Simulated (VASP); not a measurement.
Write the native input for VASP 6.6.1 that does the following.

```yaml
Task: single point
Functional: PBEsol
Potentials_or_basis: VASP PAW PBE potentials, release 64 (Pt)
Cutoff: 520 eV
k_mesh: 20 × 20 × 20
Occupations: gaussian, width 0.15 eV
Spin: no spin polarisation
Dipole_correction: no
Further_INCAR_settings: ALGO = Normal; EDIFF = 1e-06; NBANDS = 11
```

The structure of Pt lies in POSCAR:

```
Pt
1.0
    0.0000000000      1.9579000000      1.8991630000
    1.9579000000      0.0000000000      1.8991630000
    1.9579000000      1.9579000000      0.0000000000
Pt
1
Direct
    0.0000000000      0.0000000000      0.0000000000
```

This cell differs from its parent crystal: strain +0.000 along x and y, -0.030 along z.

One way to write it, as run:

INCAR

```
PREC = Accurate
ENCUT = 520
EDIFF = 1E-6
ISMEAR = 0
SIGMA = 0.15
LREAL = False
LASPH = True
NELM = 100
ALGO = Normal
ISIF = 2
LWAVE = False
LCHARG = False
GGA = PS
NBANDS = 11
```

KPOINTS

```
regular mesh
0
Gamma
  20 20 20
```

Potentials or basis: VASP PAW PBE potentials, release 64 (Pt).

The run is started by

```console
$ cat potpaw_PBE.64/Pt/POTCAR > POTCAR
$ mpirun -np 1 vasp_std > vasp.out
```

It gave:

| Item | Value |
| --- | --- |
| Pressure | 9.9 GPa |
| Band gap on the k mesh | zero (band 5 reaches 12.46 eV, above the bottom of band 6 at 9.96 eV) |

Caveat: the cell differs from its parent crystal (strain +0.000 along x and y, -0.030 along z); the PAW data sets were made with another functional, which shifts forces and pressure a little; spin-orbit coupling is left out, which moves the levels of the heavy elements.

Wall time 96 s on 1 thread of Intel(R) Xeon(R) Platinum 8375C CPU @ 2.90GHz (Ice Lake) (shared host), peak memory 0.21 GiB.
